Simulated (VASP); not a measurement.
A run of VASP 6.6.1 is set up as follows.

The input INCAR:

```
ALGO = Normal
EDIFF = 1E-7
EDIFFG = -0.005
ENCUT = 600
GGA = CA
IBRION = 2
ISIF = 3
ISMEAR = 0
LASPH = True
LCHARG = False
LREAL = False
LWAVE = False
NELM = 60
NSW = 70
PREC = Accurate
SIGMA = 0.1
```

KPOINTS

```
k-points
0
Gamma
  12 12 12
```

POSCAR

```
HgTe
1.0
    0.0000000000      3.0198426119      3.0198426119
    3.0198426119      0.0000000000      3.0198426119
    3.0198426119      3.0198426119      0.0000000000
Hg Te
1 1
Direct
    0.0000000000      0.0000000000      0.0000000000
    0.5000000000      0.5000000000      0.5000000000
```

Potentials or basis: VASP PAW LDA potentials, release 64 (Hg, Te).

Launch:

```sh
$ cat potpaw_LDA.64/Hg/POTCAR potpaw_LDA.64/Te/POTCAR > POTCAR
$ mpirun -np 1 vasp_std > vasp.out
```

(1) Predict the band gap on the k mesh.

(2) Predict the relaxed volume.

Results:

(1) zero (band 9 reaches 5.40 eV, above the bottom of band 10 at 2.48 eV).

(2) 26.45 Å³/atom.

Caveat: spin-orbit coupling is left out, which moves the levels of the heavy elements.
